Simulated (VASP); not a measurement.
Crystal: AlNi.

```xyz
2
Lattice="3.1970 0.0000 0.0000 -1.5985 2.7687 0.0000 0.0000 0.0000 3.1085" Properties=species:S:1:pos:R:3 pbc="T T T"
Al    0.0000    0.0000    0.0000
Ni    1.5985    0.9229    1.5543
```

The cell was built from a structure type or drawn by symmetry, and may not be a known phase.

| Item | Value |
| --- | --- |
| Program | VASP 6.6.1 |
| Task | relaxation of cell and atoms |
| Functional | PBE |
| Potentials or basis | VASP PAW PBE potentials, release 64 (Al, Ni) |
| Cutoff | 600 eV |
| k mesh | 18 × 18 × 18 |
| Occupations | gaussian, width 0.1 eV |
| Spin | no spin polarisation |

At the start: pressure -0.1 GPa; volume 13.76 Å³/atom.

Problem. Where does the relaxation end?

Solution. Over 36 steps the energy falls by 163.3 meV/atom and the volume is 12.58 Å³/atom (-8.6 %); space group P-6m2 (No. 187, to 0.1 Å) before and after.

Step by step:
```csv
step,energy change (eV),largest force (eV/Å),pressure (GPa),volume (Å³)
1,0.0000,0.0000,-0.12,27.51
2,-0.0054,0.0000,-0.28,27.47
3,-0.0288,0.0000,-0.82,27.32
4,-0.1006,0.0000,-1.78,26.95
5,-0.2850,0.0000,-1.87,25.89
6,0.3496,0.0000,20.20,22.80
7,-0.3191,0.0000,-1.22,25.52
8,-0.3263,0.0000,-0.55,25.22
9,-0.3263,0.0000,-0.29,25.28
10,-0.3237,0.0000,2.23,24.78
11,-0.3265,0.0000,-0.13,25.20
12,-0.3265,0.0000,-0.12,25.17
13,-0.3258,0.0000,1.19,24.98
14,-0.3265,0.0000,0.11,25.15
15,-0.3265,0.0000,-0.09,25.16
16,-0.3265,0.0000,0.23,25.16
17,-0.3243,0.0000,-1.92,25.49
18,-0.3265,0.0000,-0.19,25.20
19,-0.3265,0.0000,0.18,25.19
20,-0.3265,0.0000,-0.27,25.19
21,-0.3265,0.0000,0.00,25.19
22,-0.3265,0.0000,-0.62,25.19
23,-0.3262,0.0000,0.86,25.03
24,-0.3265,0.0000,0.21,25.15
25,-0.3265,0.0000,-0.13,25.16
26,-0.3265,0.0000,0.19,25.16
27,-0.3265,0.0000,0.04,25.16
28,-0.3265,0.0000,-0.32,25.16
29,-0.3265,0.0000,0.46,25.12
30,-0.3265,0.0000,0.30,25.15
31,-0.3265,0.0000,0.03,25.15
32,-0.3265,0.0000,0.28,25.15
33,-0.3265,0.0000,0.03,25.15
34,-0.3265,0.0000,0.18,25.15
35,-0.3265,0.0000,0.23,25.16
36,-0.3265,0.0000,-0.06,25.16
```

Final structure:
```
Al Ni
1.0
     2.75775    0.00000    0.00000
    -1.37887    2.38828    0.00000
     0.00000    0.00000    3.81995
Al Ni
1 1
Direct
  0.00000 0.00000 0.00000
  0.66667 0.33333 0.50000
```

Caveat: a cell axis changed by over 15 % at a fixed basis, so the end point is rough.
